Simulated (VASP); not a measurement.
A run of VASP 6.6.1 is set up as follows.

The input INCAR:

```
PREC = Accurate
ENCUT = 600
EDIFF = 1E-6
ISMEAR = 0
SIGMA = 0.1
LREAL = F
LASPH = T
NELM = 100
ALGO = Normal
ISIF = 3
LWAVE = F
LCHARG = F
GGA = PE
IBRION = 2
NSW = 90
EDIFFG = -0.04
```

The input KPOINTS:

```
Automatic mesh
0
Gamma
  6 6 2
```

File POSCAR:

```
MgCd2TeSe2
1.0
    4.5869296700      0.0000000000      0.0000000000
   -2.2934648400      3.9723976200      0.0000000000
    0.0000000000      0.0000000000      7.6205962800
Mg Cd Te Se
1 2 1 2
Direct
    0.0000000000      0.0000000000      0.5000000000
    0.6666666700      0.3333333300      0.6592910300
    0.3333333300      0.6666666700      0.3407089700
    0.0000000000      0.0000000000      0.0000000000
    0.6666666700      0.3333333300      0.2673510000
    0.3333333300      0.6666666700      0.7326490000
```

Potentials or basis: VASP PAW PBE potentials, release 64 (Mg, Cd, Te, Se).

Run with:

```sh
$ cat potpaw_PBE.64/Mg/POTCAR potpaw_PBE.64/Cd/POTCAR potpaw_PBE.64/Te/POTCAR potpaw_PBE.64/Se/POTCAR > POTCAR
$ mpirun -np 1 vasp_std > vasp.out
```

What does it give for the relaxed volume?

24.24 Å³/atom.

Estimate the band gap on the k mesh.

zero (band 22 reaches 4.78 eV, above the bottom of band 23 at 3.33 eV).

Predict the relaxed cell.

a = 5.482 Å, b = 5.482 Å, c = 5.588 Å, α = 90.00°, β = 90.00°, γ = 120.00°.

Forces on the atoms (eV/Å):
```
Mg   0.000  0.000  0.000
Cd   0.000  0.000  0.022
Cd   0.000  0.000 -0.022
Te   0.000  0.000  0.000
Se   0.000  0.000 -0.032
Se   0.000  0.000  0.032
```

Caveat: the k points lie up to 0.56 Å⁻¹ apart in the final cell; spin-orbit coupling is left out, which moves the levels of the heavy elements.
